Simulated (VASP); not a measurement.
# MoS2: single point with r2SCAN

System: MoS2, a slab with vacuum.

```xyz
9
Lattice="3.1843 0.0000 0.0000 -1.5921 2.7577 0.0000 0.0000 0.0000 28.4188" Properties=species:S:1:pos:R:3 pbc="T T T"
Mo    1.5921    0.9192    0.0000
Mo    0.0000    1.8384   22.4483
Mo    0.0000    1.8384    6.4955
S     0.0000    1.8384    1.5527
S     1.5921    0.9192   23.4762
S     1.5921    0.9192    8.0476
S     0.0000    1.8384   26.8661
S     1.5921    0.9192   20.3712
S     1.5921    0.9192    4.9427
```

This cell differs from its parent crystal: atom 2 (Mo) moved +0.525 Å along Cartesian [0 0 1].

```yaml
Program: VASP 6.6.1
Task: single point
Functional: r2SCAN
Potentials_or_basis: VASP PAW PBE potentials, release 64 (Mo_sv, S)
Cutoff: 520 eV
k_mesh: 12 × 12 × 1
Occupations: gaussian, width 0.05 eV
Spin: no spin polarisation
Dipole_correction: no
Further_INCAR_settings: ALGO = Normal; EDIFF = 1e-06; NBANDS = 49
```

```
Largest force          : 10.048 eV/Å
Band gap on the k mesh : zero (bands 39 and 40 overlap by 1.45 eV)
```

Forces on the atoms (eV/Å):
```
Mo    0.000   0.000  -0.004
Mo    0.000   0.000 -10.048
Mo    0.000   0.000  -0.006
S     0.000   0.000   0.009
S     0.000   0.000   7.269
S     0.000   0.000   0.006
S     0.000   0.000   0.001
S     0.000   0.000   2.772
S     0.000   0.000   0.000
```

Levels at points of the mesh, in eV from the Fermi level:
```tsv
k point	band 35	band 36	band 37	band 38	band 39	band 40	band 41	band 42	band 43	band 44
(0.00, 0.00, 0.00)	-1.66	-1.63	-1.63	-1.18	1.14	1.14	1.31	1.31	1.45	1.45
(0.50, 0.00, 0.00)	-2.60	-2.28	-2.14	-1.11	-0.83	0.75	0.89	0.91	1.06	1.28
```

Wall time 24 min on 1 thread of Intel(R) Xeon(R) Platinum 8259CL CPU @ 2.50GHz (Skylake/Cascade Lake), with other jobs on the host, peak memory 0.47 GiB.

Caveat: the cell differs from its parent crystal (atom 2 (Mo) moved +0.525 Å along Cartesian [0 0 1]); there is no dipole correction, which matters where the two faces differ; the PAW data sets were made with another functional, which shifts forces and pressure a little.
